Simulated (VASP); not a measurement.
Runs of VASP 6.6.1 on ZnS. The structure is that of space group F-43m (No. 216), or close to it. The cells are those of the table. 

```tsv
level	cell	smearing	gap on the mesh (eV)	pressure (GPa)
r2SCAN	a = 3.779, b = 3.810 Å, angles 59.7, 60.5, 59.7°, 2 atoms	gaussian 0.01 eV	2.75	1.4
PBE	a = 3.789, b = 3.789, c = 3.767 Å, angles 60.2, 60.2, 59.6°, 2 atoms	fermi-dirac 0.02 eV	2.24	(c)
r2SCAN	a = 3.789, b = 3.789, c = 3.767 Å, angles 60.2, 60.2, 59.6°, 2 atoms	gaussian 0.01 eV	2.81	(a)
PBE	a = 3.779, b = 3.810 Å, angles 59.7, 60.5, 59.7°, 2 atoms	fermi-dirac 0.02 eV	2.19	(b)
```

Alike in all rows: task single point; potentials or basis VASP PAW PBE potentials, release 64 (Zn, S); no spin polarisation; k mesh 8 × 8 × 8; cutoff (eV) 520.

Task: Fill in the values left out.

Result: (a) 1.9; (b) 3.8; (c) 4.4.

Caveats: the PAW data sets were made with another functional, which shifts forces and pressure a little (some runs).

